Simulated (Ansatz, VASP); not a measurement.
# Nb3CdB: VASP beside Ansatz

```
Nb Cd B
1.0
     4.13036    0.00000    0.00000
     0.00000    4.13036    0.00000
     0.00000    0.00000    4.13036
Nb Cd B
3 1 1
Direct
  0.00000 0.00000 0.50000
  0.50000 0.00000 0.00000
  0.00000 0.50000 0.00000
  0.50000 0.50000 0.50000
  0.00000 0.00000 0.00000
```

Change from the starting cell: species swapped into the KAgF3 type (Pm-3m, No. 221).

Alike in both runs: task relaxation of cell and atoms; functional PBE; k mesh 4 × 4 × 4; occupations gaussian, width 0.1 eV; no spin polarisation.

|  | VASP | Ansatz |
| --- | --- | --- |
| version | VASP 6.6.1 | Ansatz 0.2.0 |
| potentials or method | VASP PAW PBE potentials, release 64 (Nb_sv, Cd, B), cutoff 600 eV | scalar-relativistic, plane waves, PAW |
| valence electrons in the cell | 54 | 62 |

|  | VASP | Ansatz | Ansatz less VASP |
| --- | --- | --- | --- |
| gap on the k mesh at the Fermi level, each at its own relaxed structure (eV) | none | none | - |
| relaxed volume (Å³/atom) | 17.07 | 17.09 | +0.024 |
| relaxed cell length with the largest relative difference (Å) | 4.403 | 4.405 | +0.0021 |

A gap of «none» marks a metal or a gap that the smearing closes. VASP's potentials hold 54 valence electrons a cell and Ansatz's 62, so a difference there can come from the potentials and not from the codes.

The k mesh is coarse, so the values compare programs but aren't converged. Noted on VASP's run: the volume moved by over 15 % at a fixed basis, so the end points are rough.
